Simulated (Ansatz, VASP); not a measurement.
# One calculation of Si2Mo, two programs

POSCAR

```
Si2Mo
1.0
   -1.6021322800      1.6021322800      3.9080959800
    1.6021322800     -1.6021322800      3.9080959800
    1.6021322800      1.6021322800     -3.9080959800
Si Mo
2 1
Direct
    0.6645706300      0.6645706300      0.0000000000
    0.3354293700      0.3354293700      0.0000000000
    0.0000000000      0.0000000000      0.0000000000
```

File INCAR.step1:

```
ALGO = Normal
EDIFF = 1E-4
ENCUT = 520
GGA = PE
ISMEAR = 0
LASPH = T
LCHARG = F
LREAL = F
LWAVE = T
NBANDS = 18
NELM = 100
PREC = Accurate
SIGMA = 0.1
```

Contents of INCAR.step2:

```
ALGO = Normal
BPARAM = 11.95
CPARAM = 0.0093
EDIFF = 1E-7
ENCUT = 520
ISIF = 2
ISMEAR = 0
ISTART = 1
IVDW_NL = 2
LASPH = T
LCHARG = T
LELF = T
LMIXTAU = T
LREAL = F
LUSE_VDW = T
LVHAR = T
LWAVE = F
METAGGA = R2SCAN
NBANDS = 18
NELM = 100
PREC = Accurate
SIGMA = 0.1
```

The input KPOINTS:

```
k-points
0
Gamma
  8 8 8
```

Input for Ansatz:

```yaml
crystal:
  lattice:
    - [-1.60213228, 1.60213228, 3.90809598]
    - [1.60213228, -1.60213228, 3.90809598]
    - [1.60213228, 1.60213228, -3.90809598]
  atoms:
    - { symbol: Si, position: [0.66457063, 0.66457063, 0.0] }
    - { symbol: Si, position: [0.33542937, 0.33542937, 0.0] }
    - { symbol: Mo, position: [0.0, 0.0, 0.0] }
basis:
  ecutwfc: 500
kpoints:
  mp_grid: { grid: [8, 8, 8] }
hamiltonian:
  xc: r2scan
  dispersion: rvv10
  pseudopotentials: { kind: paw, azcp: { folder: soft_1 } }
scf:
  occupations: { method: gaussian, width: 0.1 }
output:
  forces: true
  stress: true
  eigenvalues: true
```

Alike in both runs: task single point; functional r2SCAN; dispersion rVV10; k mesh 8 × 8 × 8; occupations gaussian, width 0.1 eV; no spin polarisation.

|  | VASP | Ansatz |
| --- | --- | --- |
| version | VASP 6.6.1 | Ansatz 0.2.0 |
| potentials or method | VASP PAW PBE potentials, release 64 (Si, Mo_sv), cutoff 520 eV | scalar-relativistic, plane waves, PAW |
| valence electrons in the cell | 22 | 22 |

Ansatz gave:

```
gap on the k mesh at the Fermi level (eV)                     : none
pressure (GPa)                                                : -1.2
traceless stress, the component that is largest in VASP (GPa) : 0.32
rms of the force components (eV/Å)                            : 0.005
```

Question: Estimate VASP's values.

Answer: gap on the k mesh at the Fermi level (eV): none; pressure (GPa): -0.7; traceless stress, the component that is largest in VASP (GPa): 0.28; rms of the force components (eV/Å): 0.009.

VASP's potentials were made for PBE, not for r2SCAN. Atom by atom the forces differ by 0.004 eV/Å (rms over components). A gap of «none» marks a metal or a gap that the smearing closes.
